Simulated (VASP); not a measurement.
Here is a VASP 6.6.1 calculation.

The input INCAR:

```
SYSTEM = SnO
PREC     = Accurate       ! precision mode
ENCUT    = 520            ! plane-wave cutoff, eV
EDIFF    = 1E-6           ! SCF threshold, eV
ISMEAR   = 0              ! smearing method
SIGMA    = 0.05           ! smearing width, eV
LREAL    = .FALSE.        ! projectors in reciprocal space
LASPH    = .TRUE.         ! aspherical terms in the spheres
NELM     = 60             ! most SCF steps
ALGO     = Normal         ! electronic algorithm
ISIF     = 2              ! what is computed and relaxed
LWAVE    = .FALSE.        ! write WAVECAR
LCHARG   = .FALSE.        ! write CHGCAR
LDIPOL   = .TRUE.       
IDIPOL   = 3            
DIPOL    = 0.5 0.5 0.406
GGA      = PE             ! functional
IVDW     = 12             ! dispersion correction
NBANDS   = 50             ! bands
```

Contents of KPOINTS:

```
regular mesh
0
G
  7 7 1
  0 0 0
```

POSCAR

```
SnO
1.0
    3.8201528543      0.0002954551      0.0000000000
   -0.0003145191      3.8201528528      0.0000000000
    0.0000000000      0.0000000000     22.2260743460
Sn O
4 4
Direct
    0.9999452911      0.9999452911      0.2024649036
    0.4999452911      0.4999452911      0.3087831466
    0.8332786245      0.4999452911      0.5022496100
    1.3332786245      0.9999452911      0.6085678530
    0.9999461074      0.4999461074      0.2556240251
    0.4999461074      0.9999461074      0.2556240251
    0.8332778082      0.9999444748      0.5554087315
    1.3332778082      0.4999444748      0.5554087315
```

Potentials or basis: VASP PAW PBE potentials, release 64 (Sn_d, O).

Command:

```sh
$ cat potpaw_PBE.64/Sn_d/POTCAR potpaw_PBE.64/O/POTCAR > POTCAR
$ mpirun -np 1 vasp_std > vasp.out
```

Problem. Predict the largest force.

Solution. 0.124 eV/Å.

Problem. What does it give for the dispersion energy per atom?

Solution. -0.154 eV.

Problem. Predict the band gap on the k mesh.

Solution. 2.53 eV (least direct gap 2.58 eV).

Forces in eV/Å, atoms in the order of the input:
```
Sn  -0.003  0.000 -0.084
Sn  -0.018  0.000  0.123
Sn   0.018  0.000 -0.123
Sn   0.003  0.000  0.084
O   -0.016  0.000  0.005
O    0.007  0.000  0.005
O   -0.007  0.000 -0.005
O    0.016  0.000 -0.005
```

Caveat: the cell differs from its parent crystal (layers slid over each other); spin-orbit coupling is left out, which moves the levels of the heavy elements.
